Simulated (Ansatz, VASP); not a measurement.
# Sc: VASP beside Ansatz

```
CELL_PARAMETERS angstrom
0.00000 3.53371 3.53371
3.53371 0.00000 3.53371
3.53371 3.53371 0.00000
ATOMIC_POSITIONS crystal
Sc 0.12500 0.12500 0.12500
Sc 0.87500 0.87500 0.87500
```

Alike in both runs: task single point; functional BLYP; k mesh 9 × 9 × 9; occupations fermi-dirac, width 0.1 eV; no spin polarisation.

|  | VASP | Ansatz |
| --- | --- | --- |
| version | VASP 6.6.1 | Ansatz 0.2.0 |
| potentials or method | VASP PAW PBE potentials, release 64 (Sc_sv), cutoff 520 eV | plane waves (420 eV) with PAW, scalar-relativistic |
| valence electrons in the cell | 22 | 22 |

```csv
,VASP,Ansatz,Ansatz less VASP
pressure (GPa),-0.5,-0.5,+0.03
```

VASP's potentials were made for PBE, not for BLYP.
